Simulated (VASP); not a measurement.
Input of a VASP 6.6.1 run:

File POSCAR:

```
Zr
1.0
    3.2388529746      0.0000000000      0.0000000000
   -1.6194264873      2.8049289551      0.0000000000
    0.0000000000      0.0000000000      5.1570233619
Zr
2
Direct
    0.3333333333      0.6666666667      0.2500000000
    0.6666666667      0.3333333333      0.7500000000
```

INCAR.step1

```
SYSTEM = Zr
PREC     = Accurate       ! precision mode
ENCUT    = 600            ! plane-wave cutoff, eV
ISMEAR   = -1             ! smearing method
SIGMA    = 0.02           ! smearing width, eV
LREAL    = .FALSE.        ! projectors in reciprocal space
LASPH    = .TRUE.         ! aspherical terms in the spheres
NELM     = 100            ! most SCF steps
GGA      = PE             ! functional
ALGO     = Normal         ! electronic algorithm
EDIFF    = 1E-4           ! SCF threshold, eV
LWAVE    = .TRUE.         ! write WAVECAR
LCHARG   = .FALSE.        ! write CHGCAR
```

Contents of INCAR.step2:

```
SYSTEM = Zr
PREC     = Accurate       ! precision mode
ENCUT    = 600            ! plane-wave cutoff, eV
EDIFF    = 1E-6           ! SCF threshold, eV
ISMEAR   = -1             ! smearing method
SIGMA    = 0.02           ! smearing width, eV
LREAL    = .FALSE.        ! projectors in reciprocal space
LASPH    = .TRUE.         ! aspherical terms in the spheres
NELM     = 100            ! most SCF steps
ALGO     = Normal         ! electronic algorithm
ISIF     = 3              ! what is computed and relaxed
LWAVE    = .FALSE.        ! write WAVECAR
LCHARG   = .FALSE.        ! write CHGCAR
METAGGA  = R2SCAN         ! meta-GGA
LMIXTAU  = .TRUE.       
IBRION   = 2              ! ionic algorithm
NSW      = 80             ! ionic steps
EDIFFG   = -0.005         ! ionic threshold
ISTART   = 1
```

The input KPOINTS:

```
regular mesh
0
G
  12 12 4
  0 0 0
```

Potentials or basis: VASP PAW PBE potentials, release 64 (Zr_sv).

Command:

```bash
$ cat potpaw_PBE.64/Zr_sv/POTCAR > POTCAR
$ cp INCAR.step1 INCAR
$ mpirun -np 1 vasp_std > vasp.out
$ cp INCAR.step2 INCAR
$ mpirun -np 1 vasp_std > vasp.out
```

Task: Predict the band gap on the k mesh.

Result: Zero (bands 12 and 13 overlap by 1.12 eV).

Task: What does it give for the relaxed volume?

Result: 23.50 Å³/atom.

Final structure:
```
Zr
1.0
     3.24670    0.00000    0.00000
    -1.62335    2.81172    0.00000
     0.00000    0.00000    5.14928
Zr
2
Direct
  0.33333 0.66667 0.25000
  0.66667 0.33333 0.75000
```

Caveat: the PAW data sets were made with another functional, which shifts forces and pressure a little. Zero-point motion and thermal expansion aren't in these numbers.
